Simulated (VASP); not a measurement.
# TiB (I-4m2) in VASP: notebook

Runs on TiB. Level: PBEsol. Tasks: single point.

All numbers are computed with VASP 6.6.1; they aren't measurements. Logs are shortened: lines on timing, memory, paths and dates and some standing lists are left out, and cuts for length are marked.

**1. The cell of the first run**

It takes space group I-4m2 (No. 119, tetragonal). Conventional cell: a = 2.971 Å, b = 2.971 Å, c = 3.950 Å, α = 90.00°, β = 90.00°, γ = 90.00°. Within 2.4 Å of Ti (site symmetry -4m2) lie 4 B at 1.78 Å. B (site symmetry -4m2) has 4 Ti at 1.78 Å within 2.4 Å.

**2. Single point, PBEsol (strain -0.0600 x Voigt [0, 0, 1, 0, 0, 0])**

INCAR

```
PREC     = Accurate       # precision mode
ENCUT    = 520            # plane-wave cutoff, eV
EDIFF    = 1E-6           # SCF threshold, eV
ISMEAR   = 0              # smearing method
SIGMA    = 0.15           # smearing width, eV
LREAL    = F              # projectors in reciprocal space
LASPH    = T              # aspherical terms in the spheres
NELM     = 60             # most SCF steps
ALGO     = Normal         # electronic algorithm
ISIF     = 2              # what is computed and relaxed
LWAVE    = F              # write WAVECAR
LCHARG   = F              # write CHGCAR
GGA      = PS             # functional
NBANDS   = 14             # bands
```

KPOINTS

```
regular mesh
0
Gamma
  20 20 20
```

POSCAR

```
TiB
1.0
    0.0000000000      2.1010000000      1.9749400000
    2.1010000000      0.0000000000      1.9749400000
    2.1010000000      2.1010000000      0.0000000000
Ti B
1 1
Direct
    0.7500000000      0.7500000000      0.7500000000
    0.0000000000      0.0000000000      0.0000000000
```

Potentials or basis: VASP PAW PBE potentials, release 64 (Ti_sv, B).

Started as:

```sh
$ cat potpaw_PBE.64/Ti_sv/POTCAR potpaw_PBE.64/B/POTCAR > POTCAR
$ mpirun -np 1 vasp_std > vasp.out
```

OUTCAR:

```text
PREC = Accurate
   ENCUT = 520
   EDIFF = 1E-6
   ISMEAR = 0
   LREAL = F
   LASPH = T
   NELM = 60
   ISIF = 2
   GGA = PS

 ion  position               nearest neighbor table
   1  0.750  0.750  0.750-   2 1.78   2 1.78   2 1.78   2 1.78
   2  0.000  0.000  0.000-   1 1.78   1 1.78   1 1.78   1 1.78

  LATTYP: Found a body centered tetragonal cell.
 ALAT       =     2.9712626945
 C/A-ratio  =     1.3293607486

  Lattice vectors:

 A1 = (   0.0000000000,  -2.1010000000,  -1.9749400000)
 A2 = (   0.0000000000,   2.1010000000,  -1.9749400000)
 A3 = (   2.1010000000,   0.0000000000,   1.9749400000)

Analysis of symmetry for initial positions (statically):
=====================================================================
 Subroutine PRICEL returns:
 Original cell was already a primitive cell.

 Routine SETGRP: Setting up the symmetry group for a
 body centered tetragonal supercell.

 Subroutine GETGRP returns: Found  8 space group operations
 (whereof  8 operations were pure point group operations)
 out of a pool of 16 trial point group operations.

The static configuration has the point symmetry D_2d.

Analysis of symmetry for dynamics (positions and initial velocities):
=====================================================================
 Subroutine PRICEL returns:
 Original cell was already a primitive cell.

 Routine SETGRP: Setting up the symmetry group for a
 body centered tetragonal supercell.

 Subroutine GETGRP returns: Found  8 space group operations
 (whereof  8 operations were pure point group operations)
 out of a pool of 16 trial point group operations.

The dynamic configuration has the point symmetry D_2d.

 Subroutine INISYM returns: Found  8 space group operations
 (whereof  8 operations are pure point group operations),
 and found     1 'primitive' translations

----------------------------------------------------------------------------------------

                                     Primitive cell

  volume of cell :      17.4356

  direct lattice vectors                    reciprocal lattice vectors
     0.000000000  2.101000000  1.974940000    -0.237981913  0.237981913  0.253172248
     2.101000000  0.000000000  1.974940000     0.237981913 -0.237981913  0.253172248
     2.101000000  2.101000000  0.000000000     0.237981913  0.237981913 -0.253172248

  length of vectors
     2.883502905  2.883502905  2.971262695     0.421149581  0.421149581  0.421149581

  position of ions in fractional coordinates (direct lattice)
     0.750000000  0.750000000  0.750000000
     0.000000000  0.000000000  0.000000000

  ion indices of the primitive-cell ions
   primitive index   ion index
                 1           1
                 2           2

----------------------------------------------------------------------------------------

 KPOINTS: regular mesh

Automatic generation of k-mesh.
 Grid dimensions read from file:
 generate k-points for:   20   20   20

 Generating k-lattice:

  Cartesian coordinates                     Fractional coordinates (reciprocal lattice)
    -0.011899096  0.011899096  0.012658612     0.050000000  0.000000000  0.000000000
     0.011899096 -0.011899096  0.012658612     0.000000000  0.050000000  0.000000000
     0.011899096  0.011899096 -0.012658612    -0.000000000 -0.000000000  0.050000000

  Length of vectors
     0.021057479  0.021057479  0.021057479

  Shift w.r.t. Gamma in fractional coordinates (k-lattice)
     0.000000000  0.000000000  0.000000000

 Subroutine IBZKPT returns following result:
 ===========================================

 Found    641 irreducible k-points:

 Following reciprocal coordinates:
            Coordinates               Weight
  0.000000  0.000000  0.000000      1.000000
  0.050000  0.000000  0.000000      8.000000
  0.100000 -0.000000  0.000000      8.000000
  0.150000 -0.000000  0.000000      8.000000
  0.200000 -0.000000  0.000000      8.000000
  0.250000 -0.000000  0.000000      8.000000
[... 16 lines left out ...]
 -0.400000  0.050000  0.000000      8.000000
 -0.350000  0.050000  0.000000      8.000000
 [... further k-points ...]
   k-points           NKPTS =    641   k-points in BZ     NKDIM =    641   number of bands    NBANDS=     14
   number of dos      NEDOS =    301   number of ions     NIONS =      2
   total plane-waves  NPLWV =  13824
   dimension x,y,z NGX =    24 NGY =   24 NGZ =   24
   dimension x,y,z NGXF=    48 NGYF=   48 NGZF=   48
   ions per type =               1   1
   NGX,Y,Z   is equivalent  to a cutoff of  13.84, 13.84, 13.43 a.u.
   NGXF,Y,Z  is equivalent  to a cutoff of  27.67, 27.67, 26.86 a.u.
 SYSTEM =  unknown system
   PREC   = accura    normal or accurate (medium, high low for compatibility)
   ISTART =      0    job   : 0-new  1-cont  2-samecut
   ICHARG =      2    charge: 1-file 2-atom 10-const
   ISPIN  =      1    spin polarized calculation?
   LNONCOLLINEAR =      F non collinear calculations
   LSORBIT =      F    spin-orbit coupling
   LASPH  =      T    aspherical Exc in radial PAW
   ENCUT  =  520.0 eV  38.22 Ry    6.18 a.u.   5.36  5.36  5.52*2*pi/ulx,y,z
   NELM   =     60;   NELMIN=  2; NELMDL= -5     # of ELM steps
   EDIFF  = 0.1E-05   stopping-criterion for ELM
   LREAL  =      F    real-space projection
   EDIFFG = 0.1E-04   stopping-criterion for IOM
   NSW    =      0    number of steps for IOM
   IBRION =     -1    ionic relax: 0-MD 1-quasi-New 2-CG
   NFREE  =      0    steps in history (QN), initial steepest desc. (CG)
   ISIF   =      2    stress and relaxation
   ISYM   =      2    0-nonsym 1-usesym 2-fastsym
   POTIM  = 0.5000    time-step for ionic-motion
   TEBEG  =    0.0;   TEEND  =   0.0 temperature during run
   PSTRESS=    0.0 pullay stress
   NELECT =      15.0000    total number of electrons
   NUPDOWN=      -1.0000    fix difference up-down
   EMIN   =  10.00;   EMAX   =-10.00  energy-range for DOS
   EFERMI =   0.00;   METHOD = LEGACY
   ISMEAR =     0;   SIGMA  =   0.15  broadening in eV -4-tet -1-fermi 0-gaus
   EFERMI_NEDOS =   21; number of points for ismear=-14 and -15
   IALGO  =     38    algorithm
   IMIX   =      4    mixing-type and parameters
     AMIX     =   0.40;   BMIX     =  1.00
     AMIX_MAG =   1.60;   BMIX_MAG =  1.00
  volume/ion in A,a.u.               =       8.72        58.83
  Fermi-wavevector in a.u.,A,eV,Ry     =   1.557017  2.942335 32.984614  2.424301
  Thomas-Fermi vector in A             =   2.660728
   LORBIT       =      0    0 simple, 1 ext, 2 COOP (PROOUT), +10 PAW based schemes
   GGA     = PS    functional components
   LHFCALC =     F    Hartree Fock is set to
   AEXX    =    0.0000 exact exchange contribution
   IVDW    =     0    specifies the selected vdW correction
   LEPSILON=     F    determine dielectric tensor
   LRPA    =     F    only Hartree local field effects (RPA)
 non-spin polarized calculation
 Gauss-broadening in eV      SIGMA  =   0.15
  energy-cutoff  :      520.00
  volume of cell :       17.44
 maximum number of plane-waves:       499
 NGX is ok and might be reduce to    24
   NGX = 11   NGY = 11   NGZ = 11

 number of electron      15.0000000 magnetization

 Free energy of the ion-electron system (eV)
  ---------------------------------------------------
  ext. energy  EPLUGINS =         0.00000000
  ---------------------------------------------------
  free energy    TOTEN  =       -10.26743679 eV

  energy without entropy =      -10.25855253  energy(sigma->0) =      -10.26299466

 E-fermi :   9.9402     XC(G=0): -13.2294

 val. band max:        9.9379993011   @ k =  -0.3000   0.2500   0.2000
 cond. band min:       9.9471495243   @ k =   0.3500   0.3000   0.0000
 fundamental gap:      0.0091502231
 Fermi energy:         9.9402003520

 k-point     1 :       0.0000    0.0000    0.0000
  band No.  band energies     occupation
      1     -44.6184      2.00000
      2     -20.7812      2.00000
      3     -20.7812      2.00000
      4     -20.7177      2.00000
      5       0.7783      2.00000
      6       7.7661      2.00000
      7       7.7661      2.00000
      8       7.9793      2.00000
      9      12.9010      0.00000
     10      13.6356      0.00000
     11      22.8366      0.00000
     12      22.8617      0.00000
     13      22.8617      0.00000
     14      23.8531      0.00000

 k-point     2 :       0.0500    0.0000    0.0000
  band No.  band energies     occupation
      1     -44.6147      2.00000
      2     -20.7995      2.00000
      3     -20.7857      2.00000
      4     -20.7272      2.00000
      5       0.8552      2.00000
      6       7.7579      2.00000
      7       7.7976      2.00000
      8       7.9957      2.00000
      9      12.8739      0.00000
     10      13.5946      0.00000
     11      22.6849      0.00000
     12      22.9135      0.00000
     13      23.0484      0.00000
     14      23.7871      0.00000

 k-point     3 :       0.1000   -0.0000    0.0000
  band No.  band energies     occupation
      1     -44.6040      2.00000
      2     -20.8633      2.00000
      3     -20.7986      2.00000
      4     -20.7435      2.00000
      5       1.0810      2.00000
      6       7.7037      2.00000
      7       7.8849      2.00000
      8       8.0751      2.00000
      9      12.8096      0.00000
     10      13.4875      0.00000
     11      22.3790      0.00000
     12      23.0366      0.00000
     13      23.3522      0.00000
     14      23.6802      0.00000

 k-point     4 :       0.1500   -0.0000    0.0000
  band No.  band energies     occupation
      1     -44.5872      2.00000
      2     -20.9709      2.00000
      3     -20.8187      2.00000
      4     -20.7593      2.00000
      5       1.4410      2.00000
      6       7.5969      2.00000
      7       8.0072      2.00000
      8       8.2245      2.00000
      9      12.7537      0.00000
     10      13.3561      0.00000
     11      21.8072      0.00000
     12      23.1438      0.00000
     13      23.4282      0.00000
     14      23.9232      0.00000

 k-point     5 :       0.2000   -0.0000    0.0000
  band No.  band energies     occupation
      1     -44.5661      2.00000
      2     -21.1076      2.00000
      3     -20.8438      2.00000
      4     -20.7758      2.00000
      5       1.9101      2.00000
      6       7.4683      2.00000
      7       8.1332      2.00000
      8       8.4104      2.00000
      9      12.7646      0.00000
     10      13.2547      0.00000
     11      20.9987      0.00000
[... 276 lines left out ...]
 k-point    22 :      -0.4500    0.0500    0.0000
  band No.  band energies     occupation
      1     -44.4654      2.00000
      2     -21.7086      2.00000
      3     -20.9603      2.00000
      4     -20.8656      2.00000
      5       4.2944      2.00000
      6       7.4656      2.00000
      7       8.2985      2.00000
      8       8.8666      2.00000
      9      14.1397      0.00000
     10      14.2597      0.00000
     11      16.3415      0.00000
     12      20.4570      0.00000
     13      20.6678      0.00000
     14      22.8502      0.00000

 k-point    23 :      -0.4000    0.0500    0.0000
  band No.  band energies     occupation
      1     -44.4746      2.00000
      2     -21.6553      2.00000
      3     -20.9459      2.00000
      4     -20.8635      2.00000
      5       4.0917      2.00000
      6       7.3868      2.00000
      7       8.3164      2.00000
      8       8.8618      2.00000
      9      13.8521      0.00000
     10      14.0624      0.00000
     11      16.7631      0.00000
     12      20.6938      0.00000
     13      21.1894      0.00000
     14      23.0512      0.00000

 k-point    24 :      -0.3500    0.0500    0.0000
  band No.  band energies     occupation
      1     -44.4901      2.00000
      2     -21.5635      2.00000
      3     -20.9248      2.00000
      4     -20.8560      2.00000
      5       3.7249      2.00000
      6       7.3175      2.00000
      7       8.3364      2.00000
      8       8.8270      2.00000
      9      13.3780      0.00000
     10      13.8628      0.00000
     11      17.5153      0.00000
     12      21.1591      0.00000
     13      21.8477      0.00000
     14      23.3930      0.00000

 [... further k-points ...]
[... 5 lines left out ...]
  --------------------------------------------------------------------------------------
  -------------------------------------------------------------------------------------
  Total       15.9128898     15.9128898     13.8957975      0.0000000      0.0000000      0.0000000
  in kB     1462.2567345   1462.2567345   1276.9034253      0.0000000      0.0000000      0.0000000
  external PRESSURE =    1400.4722981 kB  Pullay stress =       0.0000000 kB

 VOLUME and BASIS-vectors are now :
 -----------------------------------------------------------------------------
  energy-cutoff  :      520.00
  volume of cell :       17.44
      direct lattice vectors                 reciprocal lattice vectors
     0.000000000  2.101000000  1.974940000    -0.237981913  0.237981913  0.253172248
     2.101000000  0.000000000  1.974940000     0.237981913 -0.237981913  0.253172248
     2.101000000  2.101000000  0.000000000     0.237981913  0.237981913 -0.253172248

 POSITION                                       TOTAL-FORCE (eV/Angst)
 -----------------------------------------------------------------------------------
      3.15150      3.15150      2.96241         0.000000      0.000000     -0.000000
      0.00000      0.00000      0.00000        -0.000000     -0.000000      0.000000
 -----------------------------------------------------------------------------------
    total drift:                                0.000002      0.000002     -0.000003

  FREE ENERGIE OF THE ION-ELECTRON SYSTEM (eV)
  ---------------------------------------------------
  free  energy   TOTEN  =       -10.2674367860 eV

  energy  without entropy=      -10.2585525292  energy(sigma->0) =      -10.26299466
```

Run time: 85 s. Hardware: 1 thread of Intel Xeon 6975P-C, shared host; peak memory 0.29 GiB.

Results:

- Free energy: -10.2674 eV
- Pressure: 140.0 GPa

Stress tensor (GPa, compression positive):
```
146.23   0.00   0.00
  0.00 146.23   0.00
  0.00   0.00 127.69
```

Levels at points of the mesh, in eV from the Fermi level:
```
           k point  band 6  band 7  band 8  band 9  band 10  band 11
(0.00, 0.00, 0.00)   -2.17   -2.17   -1.96    2.96     3.70    12.90
(0.50, 0.00, 0.00)   -2.42   -1.71   -1.05    4.17     4.53     6.39
(0.50, 0.50, 0.00)   -4.39    1.87    1.87    1.92     4.92     6.39
(0.50, 0.00, 0.50)   -4.15    0.88    1.91    2.39     4.86     6.20
```

Caveat: the cell differs from its parent crystal (strain -0.0600 x Voigt [0, 0, 1, 0, 0, 0]); the PAW data sets were made with another functional, which shifts forces and pressure a little.

**3. Single point, PBEsol (strain -0.0450 x Voigt [0, 0, 1, 0, 0, 0])**

Changes to INCAR since step 2:

```diff
@@ -7,3 +7,3 @@
 LASPH    = T              # aspherical terms in the spheres
-NELM     = 60             # most SCF steps
+NELM     = 80             # most SCF steps
 ALGO     = Normal         # electronic algorithm
@@ -11,4 +11,6 @@
 LWAVE    = F              # write WAVECAR
-LCHARG   = F              # write CHGCAR
+LCHARG   = T              # write CHGCAR
 GGA      = PS             # functional
+LELF     = T              # ELF
+LVHAR    = T            
 NBANDS   = 14             # bands
```

KPOINTS is that of step 2.

POSCAR

```
TiB
1.0
    0.0000000000      2.1010000000      2.0064550000
    2.1010000000      0.0000000000      2.0064550000
    2.1010000000      2.1010000000      0.0000000000
Ti B
1 1
Direct
    0.7500000000      0.7500000000      0.7500000000
    0.0000000000      0.0000000000      0.0000000000
```

Potentials or basis: VASP PAW PBE potentials, release 64 (Ti_sv, B).

Started as:

```sh
$ cat potpaw_PBE.64/Ti_sv/POTCAR potpaw_PBE.64/B/POTCAR > POTCAR
$ mpirun -np 1 vasp_std > vasp.out
```

It took 69 s on 1 thread of Intel Xeon 6975P-C, shared host; peak memory 0.29 GiB.

The run converged. Its results:

```yaml
Free_energy: -10.4862 eV
Pressure: 132.6 GPa
```

Stress tensor (GPa, compression positive):
```
136.87   0.00   0.00
  0.00 136.87   0.00
  0.00   0.00 124.01
```

Levels at points of the mesh, in eV from the Fermi level:
| k point | band 6 | band 7 | band 8 | band 9 | band 10 | band 11 |
| --- | --- | --- | --- | --- | --- | --- |
| (0.00, 0.00, 0.00) | -2.11 | -2.11 | -1.95 | 3.05 | 3.60 | 12.73 |
| (0.50, 0.00, 0.00) | -2.43 | -1.58 | -1.10 | 4.19 | 4.44 | 6.27 |
| (0.50, 0.50, 0.00) | -4.33 | 1.68 | 1.89 | 1.89 | 4.88 | 6.33 |
| (0.50, 0.00, 0.50) | -4.17 | 0.93 | 1.93 | 2.28 | 4.85 | 6.19 |

Caveat: the cell differs from its parent crystal (strain -0.0450 x Voigt [0, 0, 1, 0, 0, 0]); the PAW data sets were made with another functional, which shifts forces and pressure a little.
